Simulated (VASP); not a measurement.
Au, 1 atom in the cell. Symmetry: Im-3m, No. 229, cubic system. Conventional cell: a = 3.361 Å, b = 3.361 Å, c = 3.361 Å, α = 90.00°, β = 90.00°, γ = 90.00°. Within 3.8 Å of Au (site symmetry m-3m) lie 14 Au at 2.91 to 3.36 Å.  This cell differs from its parent crystal: volume scaled by 1.08.

- Program: VASP 6.6.1
- Task: single point
- Functional: r2SCAN
- Potentials or basis: VASP PAW PBE potentials, release 64 (Au)
- Cutoff: 550 eV
- k mesh: 15 × 15 × 15
- Occupations: fermi-dirac, width 0.1 eV
- Spin: no spin polarisation
- Dipole correction: no
- Further INCAR settings: ALGO = Normal; EDIFF = 1e-06; NBANDS = 12

Potentials or basis: VASP PAW PBE potentials, release 64 (Au).

The run is started by

```console
$ cat potpaw_PBE.64/Au/POTCAR > POTCAR
$ cp INCAR.step1 INCAR
$ mpirun -np 1 vasp_std > vasp.out
$ cp INCAR.step2 INCAR
$ mpirun -np 1 vasp_std > vasp.out
```

Hardware: 1 thread of Intel(R) Xeon(R) Platinum 8488C (Sapphire Rapids) (shared host).

How long does it take, and how much memory?

Run time: 55 s on 1 thread of Intel(R) Xeon(R) Platinum 8488C (Sapphire Rapids), with other jobs on the host, peak memory 0.16 GiB. Counts: k points 120.
